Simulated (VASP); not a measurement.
# C in VASP: single point with PBE+D3(BJ)

Aim: the single point of C with PBE+D3(BJ).

Everything below comes from runs of VASP 6.6.1. Logs are shortened: lines on timing, memory, paths and dates and some standing lists are left out, and cuts for length are marked.

## Step 1: The cell of the first run

The cell holds a slab with vacuum, 2 atoms: a = 2.456 Å, b = 2.456 Å, c = 8.524 Å, α = 90.00°, β = 90.00°, γ = 120.00°.

## Step 2: Single point, PBE+D3(BJ)

Contents of INCAR:

```
ALGO = Normal ; EDIFF = 1E-6
ENCUT = 520 ; GGA = PE
ISIF = 2 ; ISMEAR = 0
IVDW = 12 ; LASPH = True
LCHARG = True ; LELF = True
LREAL = False ; LVHAR = True
LWAVE = False ; NBANDS = 11
NELM = 100 ; PREC = Accurate
SIGMA = 0.15
```

Contents of KPOINTS:

```
k-points
0
Gamma
  30 30 8
```

Contents of POSCAR:

```
C
1.0
    2.4561701622      0.0000000000      0.0000000000
   -1.2280850811      2.1271057565      0.0000000000
    0.0000000000      0.0000000000      8.5238033600
C
2
Direct
    0.3333333333      0.6666666667      0.0000000000
    0.6666666667      0.3333333333      0.0000000000
```

Potentials or basis: VASP PAW PBE potentials, release 64 (C).

On the command line:

```
$ cat potpaw_PBE.64/C/POTCAR > POTCAR
$ mpirun -np 1 vasp_std > vasp.out
```

OUTCAR:

```text
EDIFF = 1E-6
   ENCUT = 520
   GGA = PE
   ISIF = 2
   ISMEAR = 0
   IVDW = 12
   LASPH = True
   LREAL = False
   NELM = 100
   PREC = Accurate
 IVDW          = 12

 ion  position               nearest neighbor table
   1  0.333  0.667  0.000-   2 1.42   2 1.42   2 1.42
   2  0.667  0.333  0.000-   1 1.42   1 1.42   1 1.42

  LATTYP: Found a hexagonal cell.
 ALAT       =     2.4561701622
 C/A-ratio  =     3.4703635323

  Lattice vectors:

 A1 = (   2.4561701622,   0.0000000000,   0.0000000000)
 A2 = (  -1.2280850811,   2.1271057565,   0.0000000000)
 A3 = (   0.0000000000,   0.0000000000,   8.5238033600)

Analysis of symmetry for initial positions (statically):
=====================================================================
 Subroutine PRICEL returns:
 Original cell was already a primitive cell.

 Routine SETGRP: Setting up the symmetry group for a
 hexagonal supercell.

 Subroutine GETGRP returns: Found 24 space group operations
 (whereof 24 operations were pure point group operations)
 out of a pool of 24 trial point group operations.

The static configuration has the point symmetry D_6h.

Analysis of symmetry for dynamics (positions and initial velocities):
=====================================================================
 Subroutine PRICEL returns:
 Original cell was already a primitive cell.

 Routine SETGRP: Setting up the symmetry group for a
 hexagonal supercell.

 Subroutine GETGRP returns: Found 24 space group operations
 (whereof 24 operations were pure point group operations)
 out of a pool of 24 trial point group operations.

The dynamic configuration has the point symmetry D_6h.

 Subroutine INISYM returns: Found 24 space group operations
 (whereof 24 operations are pure point group operations),
 and found     1 'primitive' translations

----------------------------------------------------------------------------------------

                                     Primitive cell

  volume of cell :      44.5329

  direct lattice vectors                    reciprocal lattice vectors
     2.456170162  0.000000000  0.000000000     0.407137916  0.235061185  0.000000000
    -1.228085081  2.127105756  0.000000000     0.000000000  0.470122370  0.000000000
     0.000000000  0.000000000  8.523803360     0.000000000  0.000000000  0.117318521

  length of vectors
     2.456170162  2.456170162  8.523803360     0.470122370  0.470122370  0.117318521

  position of ions in fractional coordinates (direct lattice)
     0.333333333  0.666666667  0.000000000
     0.666666667  0.333333333  0.000000000

  ion indices of the primitive-cell ions
   primitive index   ion index
                 1           1
                 2           2

----------------------------------------------------------------------------------------

 KPOINTS: k-points

Automatic generation of k-mesh.
 Grid dimensions read from file:
 generate k-points for:   30   30    8

 Generating k-lattice:

  Cartesian coordinates                     Fractional coordinates (reciprocal lattice)
     0.013571264  0.007835373  0.000000000     0.033333333  0.000000000  0.000000000
     0.000000000  0.015670746  0.000000000     0.000000000  0.033333333  0.000000000
     0.000000000  0.000000000  0.014664815     0.000000000  0.000000000  0.125000000

  Length of vectors
     0.015670746  0.015670746  0.014664815

  Shift w.r.t. Gamma in fractional coordinates (k-lattice)
     0.000000000  0.000000000  0.000000000

 Subroutine IBZKPT returns following result:
 ===========================================

 Found    455 irreducible k-points:

 Following reciprocal coordinates:
            Coordinates               Weight
  0.000000  0.000000  0.000000      1.000000
  0.033333 -0.000000  0.000000      6.000000
  0.066667  0.000000  0.000000      6.000000
  0.100000 -0.000000  0.000000      6.000000
  0.133333  0.000000  0.000000      6.000000
  0.166667  0.000000  0.000000      6.000000
[... 16 lines left out ...]
  0.233333  0.033333  0.000000     12.000000
  0.266667  0.033333  0.000000     12.000000
 [... further k-points ...]
   k-points           NKPTS =    455   k-points in BZ     NKDIM =    455   number of bands    NBANDS=     11
   number of dos      NEDOS =    301   number of ions     NIONS =      2
   total plane-waves  NPLWV =  20736
   dimension x,y,z NGX =    18 NGY =   18 NGZ =   64
   dimension x,y,z NGXF=    36 NGYF=   36 NGZF=  128
   ions per type =               2
   NGX,Y,Z   is equivalent  to a cutoff of  12.18, 12.18, 12.48 a.u.
   NGXF,Y,Z  is equivalent  to a cutoff of  24.37, 24.37, 24.96 a.u.
 SYSTEM =  unknown system
   PREC   = accura    normal or accurate (medium, high low for compatibility)
   ISTART =      0    job   : 0-new  1-cont  2-samecut
   ICHARG =      2    charge: 1-file 2-atom 10-const
   ISPIN  =      1    spin polarized calculation?
   LNONCOLLINEAR =      F non collinear calculations
   LSORBIT =      F    spin-orbit coupling
   LASPH  =      T    aspherical Exc in radial PAW
   ENCUT  =  520.0 eV  38.22 Ry    6.18 a.u.   4.57  4.57 15.85*2*pi/ulx,y,z
   NELM   =    100;   NELMIN=  2; NELMDL= -5     # of ELM steps
   EDIFF  = 0.1E-05   stopping-criterion for ELM
   LREAL  =      F    real-space projection
   EDIFFG = 0.1E-04   stopping-criterion for IOM
   NSW    =      0    number of steps for IOM
   IBRION =     -1    ionic relax: 0-MD 1-quasi-New 2-CG
   NFREE  =      0    steps in history (QN), initial steepest desc. (CG)
   ISIF   =      2    stress and relaxation
   ISYM   =      2    0-nonsym 1-usesym 2-fastsym
   POTIM  = 0.5000    time-step for ionic-motion
   TEBEG  =    0.0;   TEEND  =   0.0 temperature during run
   PSTRESS=    0.0 pullay stress
   NELECT =       8.0000    total number of electrons
   NUPDOWN=      -1.0000    fix difference up-down
   EMIN   =  10.00;   EMAX   =-10.00  energy-range for DOS
   EFERMI =   0.00;   METHOD = LEGACY
   ISMEAR =     0;   SIGMA  =   0.15  broadening in eV -4-tet -1-fermi 0-gaus
   EFERMI_NEDOS =   21; number of points for ismear=-14 and -15
   IALGO  =     38    algorithm
   IMIX   =      4    mixing-type and parameters
     AMIX     =   0.40;   BMIX     =  1.00
     AMIX_MAG =   1.60;   BMIX_MAG =  1.00
  volume/ion in A,a.u.               =      22.27       150.26
  Fermi-wavevector in a.u.,A,eV,Ry     =   0.923729  1.745594 11.609511  0.853275
  Thomas-Fermi vector in A             =   2.049397
   LORBIT       =      0    0 simple, 1 ext, 2 COOP (PROOUT), +10 PAW based schemes
   GGA     = PE    functional components
   LHFCALC =     F    Hartree Fock is set to
   AEXX    =    0.0000 exact exchange contribution
   IVDW    =    12    specifies the selected vdW correction
   LEPSILON=     F    determine dielectric tensor
   LRPA    =     F    only Hartree local field effects (RPA)
 non-spin polarized calculation
 Gauss-broadening in eV      SIGMA  =   0.15
  energy-cutoff  :      520.00
  volume of cell :       44.53
 maximum number of plane-waves:      1222
   NGX =  9   NGY =  9   NGZ = 31

 number of electron       7.9999997 magnetization

 Free energy of the ion-electron system (eV)
  ---------------------------------------------------
  ext. energy  EPLUGINS =         0.00000000
  ---------------------------------------------------
  free energy    TOTEN  =       -18.44830688 eV

  energy without entropy =      -18.44793074  energy(sigma->0) =      -18.44811881

 E-fermi :  -0.6712     XC(G=0):  -4.9924

 val. band max:       -0.6712698281   @ k =   0.3333   0.3333   0.3750
 cond. band min:      -0.6712406423   @ k =   0.3333   0.3333   0.2500
 fundamental gap:      0.0000291858
 Fermi energy:        -0.6712448851

 k-point     1 :       0.0000    0.0000    0.0000
  band No.  band energies     occupation
      1     -20.2901      2.00000
      2      -8.3692      2.00000
      3      -3.7127      2.00000
      4      -3.7127      2.00000
      5       2.2791      0.00000
      6       4.5969      0.00000
      7       6.2882      0.00000
      8       7.7126      0.00000
      9       7.7126      0.00000
     10      10.8991      0.00000
     11      12.0920      0.00000

 k-point     2 :       0.0333   -0.0000    0.0000
  band No.  band energies     occupation
      1     -20.2637      2.00000
      2      -8.3375      2.00000
      3      -3.8220      2.00000
      4      -3.7709      2.00000
      5       2.3151      0.00000
      6       4.6322      0.00000
      7       6.3221      0.00000
      8       7.7304      0.00000
      9       7.8287      0.00000
     10      10.8051      0.00000
     11      12.1376      0.00000

 k-point     3 :       0.0667    0.0000    0.0000
  band No.  band energies     occupation
      1     -20.1844      2.00000
      2      -8.2426      2.00000
      3      -4.1388      2.00000
      4      -3.9375      2.00000
      5       2.4232      0.00000
      6       4.7379      0.00000
      7       6.4241      0.00000
      8       7.7716      0.00000
      9       8.1686      0.00000
     10      10.5288      0.00000
     11      12.2796      0.00000

 k-point     4 :       0.1000   -0.0000    0.0000
  band No.  band energies     occupation
      1     -20.0523      2.00000
      2      -8.0848      2.00000
      3      -4.6345      2.00000
      4      -4.1918      2.00000
      5       2.6035      0.00000
      6       4.9138      0.00000
      7       6.5937      0.00000
      8       7.8087      0.00000
      9       8.7100      0.00000
     10      10.0860      0.00000
     11      12.5283      0.00000

 k-point     5 :       0.1333    0.0000    0.0000
  band No.  band energies     occupation
      1     -19.8678      2.00000
      2      -7.8648      2.00000
      3      -5.2718      2.00000
      4      -4.5070      2.00000
      5       2.8558      0.00000
      6       5.1593      0.00000
      7       6.8289      0.00000
      8       7.8174      0.00000
      9       9.4236      0.00000
     10       9.4995      0.00000
     11      12.8864      0.00000
[... 211 lines left out ...]
 k-point    21 :       0.1667    0.0333    0.0000
  band No.  band energies     occupation
      1     -19.4736      2.00000
      2      -7.3973      2.00000
      3      -6.4310      2.00000
      4      -5.1114      2.00000
      5       3.3964      0.00000
      6       5.6812      0.00000
      7       7.3108      0.00000
      8       7.8775      0.00000
      9       8.3584      0.00000
     10      10.6566      0.00000
     11      13.7026      0.00000

 k-point    22 :       0.2000    0.0333    0.0000
  band No.  band energies     occupation
      1     -19.1596      2.00000
      2      -7.2606      2.00000
      3      -7.0277      2.00000
      4      -5.4769      2.00000
      5       3.8285      0.00000
      6       6.0874      0.00000
      7       7.5401      0.00000
      8       7.5500      0.00000
      9       7.9661      0.00000
     10      11.6200      0.00000
     11      14.2856      0.00000

 k-point    23 :       0.2333    0.0333    0.0000
  band No.  band energies     occupation
      1     -18.7949      2.00000
      2      -8.1264      2.00000
      3      -6.6020      2.00000
      4      -5.8278      2.00000
      5       4.3321      0.00000
      6       6.3977      0.00000
      7       6.8283      0.00000
      8       7.5329      0.00000
      9       8.3555      0.00000
     10      12.6452      0.00000
     11      14.8811      0.00000

 k-point    24 :       0.2667    0.0333    0.0000
  band No.  band energies     occupation
      1     -18.3803      2.00000
      2      -9.0093      2.00000
      3      -6.1526      2.00000
      4      -6.1240      2.00000
      5       4.9066      0.00000
      6       5.6585      0.00000
      7       7.1979      0.00000
      8       7.4296      0.00000
      9       8.8902      0.00000
     10      13.6822      0.00000
     11      14.9271      0.00000

 [... further k-points ...]

------------------------ aborting loop because EDIFF is reached ----------------------------------------

 Edisp (eV)   -0.18100

 E8    (eV) :    -0.0557

  FORCE on cell =-STRESS in cart. coord.  units (eV):
  Direction    XX          YY          ZZ          XY          YZ          ZX
  --------------------------------------------------------------------------------------
  -------------------------------------------------------------------------------------
  Total       0.63066     0.63066    -0.02493    -0.00000     0.00000     0.00000
  in kB      22.68967    22.68967    -0.89707    -0.00000     0.00000     0.00000
  external pressure =       14.83 kB  Pullay stress =        0.00 kB

 VOLUME and BASIS-vectors are now :
 -----------------------------------------------------------------------------
  energy-cutoff  :      520.00
  volume of cell :       44.53
      direct lattice vectors                 reciprocal lattice vectors
     2.456170162  0.000000000  0.000000000     0.407137916  0.235061185  0.000000000
    -1.228085081  2.127105756  0.000000000     0.000000000  0.470122370  0.000000000
     0.000000000  0.000000000  8.523803360     0.000000000  0.000000000  0.117318521

 POSITION                                       TOTAL-FORCE (eV/Angst)
 -----------------------------------------------------------------------------------
     -0.00000      1.41807      0.00000        -0.000000      0.000000     -0.000000
      1.22809      0.70904      0.00000         0.000000      0.000000      0.000000
 -----------------------------------------------------------------------------------
    total drift:                                0.000000     -0.000000      0.000000

  FREE ENERGIE OF THE ION-ELECTRON SYSTEM (eV)
  ---------------------------------------------------
  free  energy   TOTEN  =       -18.6293073840 eV

  energy  without entropy=      -18.6289312521  energy(sigma->0) =      -18.62911932
```

Run time: 75 s. Hardware: 1 thread of Intel Xeon 6975P-C (Granite Rapids), shared host; peak memory 0.29 GiB.

Results:

```yaml
Free_energy: -18.6293 eV
Band_gap_on_the_k_mesh: zero (filled and empty bands touch)
Dispersion_energy_per_atom: -0.090 eV
```

Levels at points of the mesh, in eV from the Fermi level:
```
           k point  band 1  band 2  band 3  band 4  band 5  band 6  band 7  band 8  band 9
(0.00, 0.00, 0.00)  -19.62   -7.70   -3.04   -3.04    2.95    5.27    6.96    8.38    8.38
(0.50, 0.00, 0.00)  -14.32  -13.32   -6.46   -2.38    1.68    7.48   10.92   11.06   12.63
(0.00, 0.00, 0.50)  -19.62   -7.70   -3.04   -3.04    3.69    3.74    8.38    8.38    8.95
(0.50, 0.00, 0.50)  -14.32  -13.32   -6.46   -2.38    1.68    7.48   11.45   11.63   11.71
```
